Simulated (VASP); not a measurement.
# HfN (Imm2) in VASP: further runs

HfN is run at these levels: r2SCAN; tasks: single point.

All numbers are computed with VASP 6.6.1; they aren't measurements. Logs are shortened: lines on timing, memory, paths and dates and some standing lists are left out, and cuts for length are marked.

### Step 1. The cell of the first run

Symmetry: Imm2, No. 44, orthorhombic system. The conventional cell has a = 3.195 Å, b = 4.518 Å, c = 3.195 Å, α = 90.00°, β = 90.00°, γ = 90.00°. Hf (site symmetry mm2) has 6 N at 2.19 to 2.33 Å within 2.9 Å. Within 2.9 Å of N (site symmetry mm2) lie 6 Hf at 2.19 to 2.33 Å.

### Step 2. Single point, r2SCAN

The input, POSCAR:

```
HfN
1.0
    0.0000000000      2.2590000000      2.2590000000
    2.2590000000      0.0000000000      2.2590000000
    2.2590000000      2.2590000000      0.0000000000
Hf N
1 1
Direct
    0.0000000000      0.0000000000      0.0000000000
    0.5313017610      0.5000000000      0.5000000000
```

The input, INCAR.step1:

```
SYSTEM = HfN
  PREC = Accurate
  ENCUT = 520
  ISMEAR = 0
  SIGMA = 0.15
  LREAL = .False.
  LASPH = .True.
  NELM = 60
  NBANDS = 14
  GGA = PE
  ALGO = Normal
  EDIFF = 1E-4
  LWAVE = .True.
  LCHARG = .False.
```

The input, INCAR.step2:

```
SYSTEM = HfN
  PREC = Accurate
  ENCUT = 520
  EDIFF = 1E-7
  ISMEAR = 0
  SIGMA = 0.15
  LREAL = .False.
  LASPH = .True.
  NELM = 60
  ALGO = Normal
  ISIF = 2
  LWAVE = .False.
  LCHARG = .False.
  METAGGA = R2SCAN
  LMIXTAU = .True.
  NBANDS = 14
  ISTART = 1
```

The input, KPOINTS:

```
Automatic mesh
0
Gamma
  18 18 18
  0 0 0
```

Potentials or basis: VASP PAW PBE potentials, release 64 (Hf_pv, N).

Started as:

```console
$ cat potpaw_PBE.64/Hf_pv/POTCAR potpaw_PBE.64/N/POTCAR > POTCAR
$ cp INCAR.step1 INCAR
$ mpirun -np 1 vasp_std > vasp.out
$ cp INCAR.step2 INCAR
$ mpirun -np 1 vasp_std > vasp.out
```

OUTCAR:

```text
SYSTEM = HfN
   PREC = Accurate
   ENCUT = 520
   EDIFF = 1E-7
   ISMEAR = 0
   LREAL = .False.
   LASPH = .True.
   NELM = 60
   ISIF = 2
   METAGGA = R2SCAN
   ISTART = 1

 ion  position               nearest neighbor table
   1  0.000  0.000  0.000-   2 2.19   2 2.19   2 2.26   2 2.26   2 2.33   2 2.33
   2  0.531  0.500  0.500-   1 2.19   1 2.19   1 2.26   1 2.26   1 2.33   1 2.33

  LATTYP: Found a face centered cubic cell.
 ALAT       =     4.5180000000

  Lattice vectors:

 A1 = (   0.0000000000,   2.2590000000,   2.2590000000)
 A2 = (   2.2590000000,   0.0000000000,   2.2590000000)
 A3 = (   2.2590000000,   2.2590000000,   0.0000000000)

Analysis of symmetry for initial positions (statically):
=====================================================================
 Subroutine PRICEL returns:
 Original cell was already a primitive cell.

 Routine SETGRP: Setting up the symmetry group for a
 face centered cubic supercell.

 Subroutine GETGRP returns: Found  4 space group operations
 (whereof  4 operations were pure point group operations)
 out of a pool of 48 trial point group operations.

The static configuration has the point symmetry C_2v.

Analysis of symmetry for dynamics (positions and initial velocities):
=====================================================================
 Subroutine PRICEL returns:
 Original cell was already a primitive cell.

 Routine SETGRP: Setting up the symmetry group for a
 face centered cubic supercell.

 Subroutine GETGRP returns: Found  4 space group operations
 (whereof  4 operations were pure point group operations)
 out of a pool of 48 trial point group operations.

The dynamic configuration has the point symmetry C_2v.

 Subroutine INISYM returns: Found  4 space group operations
 (whereof  4 operations are pure point group operations),
 and found     1 'primitive' translations

----------------------------------------------------------------------------------------

                                     Primitive cell

  volume of cell :      23.0557

  direct lattice vectors                    reciprocal lattice vectors
     0.000000000  2.259000000  2.259000000    -0.221336875  0.221336875  0.221336875
     2.259000000  0.000000000  2.259000000     0.221336875 -0.221336875  0.221336875
     2.259000000  2.259000000  0.000000000     0.221336875  0.221336875 -0.221336875

  length of vectors
     3.194708437  3.194708437  3.194708437     0.383366713  0.383366713  0.383366713

  position of ions in fractional coordinates (direct lattice)
     0.000000000  0.000000000  0.000000000
     0.531301761  0.500000000  0.500000000

  ion indices of the primitive-cell ions
   primitive index   ion index
                 1           1
                 2           2

----------------------------------------------------------------------------------------

 KPOINTS: Automatic mesh

Automatic generation of k-mesh.
 Grid dimensions read from file:
 generate k-points for:   18   18   18

 Generating k-lattice:

  Cartesian coordinates                     Fractional coordinates (reciprocal lattice)
    -0.012296493  0.012296493  0.012296493     0.055555556  0.000000000  0.000000000
     0.012296493 -0.012296493  0.012296493     0.000000000  0.055555556  0.000000000
     0.012296493  0.012296493 -0.012296493     0.000000000  0.000000000  0.055555556

  Length of vectors
     0.021298151  0.021298151  0.021298151

  Shift w.r.t. Gamma in fractional coordinates (k-lattice)
     0.000000000  0.000000000  0.000000000

 Subroutine IBZKPT returns following result:
 ===========================================

 Found    865 irreducible k-points:

 Following reciprocal coordinates:
            Coordinates               Weight
  0.000000  0.000000  0.000000      1.000000
  0.055556  0.000000  0.000000      4.000000
  0.000000  0.055556  0.000000      4.000000
  0.111111  0.000000  0.000000      4.000000
  0.000000  0.111111  0.000000      4.000000
  0.166667  0.000000  0.000000      4.000000
[... 16 lines left out ...]
  0.000000  0.111111  0.055556      4.000000
  0.055556  0.000000  0.111111      8.000000
 [... further k-points ...]
   k-points           NKPTS =    865   k-points in BZ     NKDIM =    865   number of bands    NBANDS=     14
   number of dos      NEDOS =    301   number of ions     NIONS =      2
   total plane-waves  NPLWV =  13824
   dimension x,y,z NGX =    24 NGY =   24 NGZ =   24
   dimension x,y,z NGXF=    48 NGYF=   48 NGZF=   48
   ions per type =               1   1
   NGX,Y,Z   is equivalent  to a cutoff of  12.49, 12.49, 12.49 a.u.
   NGXF,Y,Z  is equivalent  to a cutoff of  24.98, 24.98, 24.98 a.u.
 SYSTEM =  HfN
   PREC   = accura    normal or accurate (medium, high low for compatibility)
   ISTART =      1    job   : 0-new  1-cont  2-samecut
   ICHARG =      0    charge: 1-file 2-atom 10-const
   ISPIN  =      1    spin polarized calculation?
   LNONCOLLINEAR =      F non collinear calculations
   LSORBIT =      F    spin-orbit coupling
   LASPH  =      T    aspherical Exc in radial PAW
   ENCUT  =  520.0 eV  38.22 Ry    6.18 a.u.   5.94  5.94  5.94*2*pi/ulx,y,z
   NELM   =     60;   NELMIN=  2; NELMDL=  0     # of ELM steps
   EDIFF  = 0.1E-06   stopping-criterion for ELM
   LREAL  =      F    real-space projection
   EDIFFG = 0.1E-05   stopping-criterion for IOM
   NSW    =      0    number of steps for IOM
   IBRION =     -1    ionic relax: 0-MD 1-quasi-New 2-CG
   NFREE  =      0    steps in history (QN), initial steepest desc. (CG)
   ISIF   =      2    stress and relaxation
   ISYM   =      2    0-nonsym 1-usesym 2-fastsym
   POTIM  = 0.5000    time-step for ionic-motion
   TEBEG  =    0.0;   TEEND  =   0.0 temperature during run
   PSTRESS=    0.0 pullay stress
   NELECT =      15.0000    total number of electrons
   NUPDOWN=      -1.0000    fix difference up-down
   EMIN   =  10.00;   EMAX   =-10.00  energy-range for DOS
   EFERMI =   0.00;   METHOD = LEGACY
   ISMEAR =     0;   SIGMA  =   0.15  broadening in eV -4-tet -1-fermi 0-gaus
   EFERMI_NEDOS =   21; number of points for ismear=-14 and -15
   IALGO  =     38    algorithm
   IMIX   =      4    mixing-type and parameters
     AMIX     =   0.40;   BMIX     =  1.00
     AMIX_MAG =   1.60;   BMIX_MAG =  1.00
  volume/ion in A,a.u.               =      11.53        77.79
  Fermi-wavevector in a.u.,A,eV,Ry     =   1.418553  2.680677 27.378918  2.012294
  Thomas-Fermi vector in A             =   2.539667
   LORBIT       =      0    0 simple, 1 ext, 2 COOP (PROOUT), +10 PAW based schemes
   METAGGA = R2SCAN    functional components
   LHFCALC =     F    Hartree Fock is set to
   AEXX    =    0.0000 exact exchange contribution
   IVDW    =     0    specifies the selected vdW correction
   LEPSILON=     F    determine dielectric tensor
   LRPA    =     F    only Hartree local field effects (RPA)
 non-spin polarized calculation
 Gauss-broadening in eV      SIGMA  =   0.15
  energy-cutoff  :      520.00
  volume of cell :       23.06
 maximum number of plane-waves:       636
   NGX = 11   NGY = 11   NGZ = 11

 number of electron      14.9999999 magnetization

 Free energy of the ion-electron system (eV)
  ---------------------------------------------------
  ext. energy  EPLUGINS =         0.00000000
  ---------------------------------------------------
  free energy    TOTEN  =       -58.18007653 eV

  energy without entropy =      -58.17309181  energy(sigma->0) =      -58.17658417

 E-fermi :   8.5135     XC(G=0): -13.5588

 val. band max:        8.5092193434   @ k =   0.0000  -0.1667   0.0556
 cond. band min:       8.5136174609   @ k =   0.0000   0.1667   0.0000
 fundamental gap:      0.0043981174
 Fermi energy:         8.5134559953

 k-point     1 :       0.0000    0.0000    0.0000
  band No.  band energies     occupation
      1     -24.0029      2.00000
      2     -23.9939      2.00000
      3     -23.9901      2.00000
      4     -10.1705      2.00000
      5       4.9287      2.00000
      6       4.9550      2.00000
      7       4.9783      2.00000
      8       8.1939      1.99741
      9       8.3708      1.82147
     10       8.3811      1.78795
     11      10.5622      0.00000
     12      10.6159      0.00000
     13      10.7140      0.00000
     14      18.5464      0.00000

 k-point     2 :       0.0556    0.0000    0.0000
  band No.  band energies     occupation
      1     -24.0322      2.00000
      2     -23.9964      2.00000
      3     -23.9956      2.00000
      4     -10.0992      2.00000
      5       4.5811      2.00000
      6       4.8045      2.00000
      7       4.8534      2.00000
      8       8.2970      1.95874
      9       8.3680      1.82968
     10       8.5050      1.06349
     11      10.7774      0.00000
     12      10.8963      0.00000
     13      10.9513      0.00000
     14      18.7954      0.00000

 k-point     3 :       0.0000    0.0556    0.0000
  band No.  band energies     occupation
      1     -24.0266      2.00000
      2     -24.0041      2.00000
      3     -23.9938      2.00000
      4     -10.0988      2.00000
      5       4.5209      2.00000
      6       4.7979      2.00000
      7       4.9441      2.00000
      8       8.2062      1.99623
      9       8.4016      1.70844
     10       8.5220      0.93601
     11      10.7696      0.00000
     12      10.8657      0.00000
     13      11.0062      0.00000
     14      18.7941      0.00000
[... 324 lines left out ...]
 k-point    23 :       0.0000    0.1111    0.0556
  band No.  band energies     occupation
      1     -24.0921      2.00000
      2     -24.0224      2.00000
      3     -24.0055      2.00000
      4      -9.9189      2.00000
      5       3.7326      2.00000
      6       4.5048      2.00000
      7       4.7491      2.00000
      8       8.0328      1.99999
      9       8.7611      0.01954
     10       8.8831      0.00049
     11      10.9480      0.00000
     12      11.1154      0.00000
     13      12.2049      0.00000
     14      19.4210      0.00000

 k-point    24 :       0.0556    0.0000    0.1111
  band No.  band energies     occupation
      1     -24.0951      2.00000
      2     -24.0178      2.00000
      3     -24.0075      2.00000
      4      -9.9176      2.00000
      5       3.7345      2.00000
      6       4.5523      2.00000
      7       4.6951      2.00000
      8       7.9827      2.00000
      9       8.8105      0.00510
     10       8.9280      0.00009
     11      10.9363      0.00000
     12      11.0422      0.00000
     13      12.2521      0.00000
     14      19.4201      0.00000

 [... further k-points ...]
[... 5 lines left out ...]
  --------------------------------------------------------------------------------------
  -------------------------------------------------------------------------------------
  Total       -0.1644189      0.1084404      0.1084404      0.0000000     -0.0342491      0.0000000
  in kB      -11.4257232      7.5356872      7.5356872      0.0000000     -2.3800205      0.0000000
  external PRESSURE =       1.2152170 kB  Pullay stress =       0.0000000 kB

 VOLUME and BASIS-vectors are now :
 -----------------------------------------------------------------------------
  energy-cutoff  :      520.00
  volume of cell :       23.06
      direct lattice vectors                 reciprocal lattice vectors
     0.000000000  2.259000000  2.259000000    -0.221336875  0.221336875  0.221336875
     2.259000000  0.000000000  2.259000000     0.221336875 -0.221336875  0.221336875
     2.259000000  2.259000000  0.000000000     0.221336875  0.221336875 -0.221336875

 POSITION                                       TOTAL-FORCE (eV/Angst)
 -----------------------------------------------------------------------------------
      0.00000      0.00000      0.00000         0.000000      0.822492      0.822492
      2.25900      2.32971      2.32971         0.000000     -0.822492     -0.822492
 -----------------------------------------------------------------------------------
    total drift:                                0.000000     -0.001053     -0.001053

  FREE ENERGIE OF THE ION-ELECTRON SYSTEM (eV)
  ---------------------------------------------------
  free  energy   TOTEN  =       -58.1800765257 eV

  energy  without entropy=      -58.1730918059  energy(sigma->0) =      -58.17658417
```

Run time: 19 min. Hardware: 1 thread of Oxide Virtual Turin-like, shared host; peak memory 0.36 GiB.

Results:

| Quantity | Value |
| --- | --- |
| Free energy | -58.1801 eV |
| Pressure | 0.1 GPa |
| Largest force | 1.163 eV/Å |
| Band gap on the k mesh | zero (an odd number of electrons rules out a gap without spin polarisation) |

Forces on the atoms (eV/Å):
```
Hf   0.000  0.822  0.822
N    0.000 -0.822 -0.822
```

Levels at points of the mesh, in eV from the Fermi level:
| k point | band 6 | band 7 | band 8 | band 9 | band 10 | band 11 |
| --- | --- | --- | --- | --- | --- | --- |
| (0.00, 0.00, 0.00) | -3.56 | -3.54 | -0.32 | -0.14 | -0.13 | 2.05 |
| (0.50, 0.00, 0.00) | -6.66 | -6.63 | 3.34 | 3.78 | 3.82 | 4.70 |
| (0.00, 0.50, 0.00) | -6.62 | -6.58 | 3.37 | 3.66 | 3.79 | 4.62 |
| (0.50, 0.50, 0.00) | -4.55 | -4.14 | -3.43 | 4.19 | 5.57 | 5.58 |
| (0.00, 0.50, 0.50) | -4.76 | -4.16 | -3.18 | 4.21 | 5.57 | 5.58 |

Caveat: the cell differs from its parent crystal (all N atoms moved -0.100 Å, as atom 2 towards its neighbour atom 2 (N) at 3.195 Å); the PAW data sets were made with another functional, which shifts forces and pressure a little; spin-orbit coupling is left out, which moves the levels of the heavy elements; an odd number of electrons without spin polarisation forces a metal; a magnetic or distorted state may lie lower.

(Continued in part 2 of 2.)

The gap in the log of VASP goes by the Fermi energy; the results here count the filled bands.